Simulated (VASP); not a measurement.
Set up this calculation in VASP 6.6.1, as the native input.

```yaml
Task: single point
Functional: revPBE
Potentials_or_basis: VASP PAW PBE potentials, release 64 (W_sv)
Cutoff: 520 eV
k_mesh: 23 × 23 × 23
Occupations: fermi-dirac, width 0.1 eV
Spin: no spin polarisation
Dipole_correction: no
Further_INCAR_settings: ALGO = Normal; EDIFF = 1e-07; NBANDS = 13
```

The structure of W lies in POSCAR:

```
W
1.0
   -1.5969614455      1.5969614455      1.5969614455
    1.5969614455     -1.5969614455      1.5969614455
    1.5969614455      1.5969614455     -1.5969614455
W
1
Direct
    0.0000000000      0.0000000000      0.0000000000
```

These files were run (other wordings do the same):

INCAR

```
SYSTEM = W
ALGO = Normal
EDIFF = 1E-7
ENCUT = 520
GGA = RE
ISIF = 2
ISMEAR = -1
LASPH = .True.
LCHARG = .False.
LREAL = .False.
LWAVE = .False.
NBANDS = 13
NELM = 80
PREC = Accurate
SIGMA = 0.1
```

KPOINTS

```
k-points
0
Gamma
  23 23 23
  0 0 0
```

Potentials or basis: VASP PAW PBE potentials, release 64 (W_sv).

Launch:

```console
$ cat potpaw_PBE.64/W_sv/POTCAR > POTCAR
$ mpirun -np 1 vasp_std > vasp.out
```

It gave:

```yaml
Pressure: 0.2 GPa
Band_gap_on_the_k_mesh: zero (band 7 reaches 15.85 eV, above the bottom of band 8 at 9.93 eV)
```

Caveat: the PAW data sets were made with another functional, which shifts forces and pressure a little; spin-orbit coupling is left out, which moves the levels of the heavy elements.

Wall time 2.4 min on 1 thread of AMD EPYC 7R13, on a shared host, peak memory 0.17 GiB.
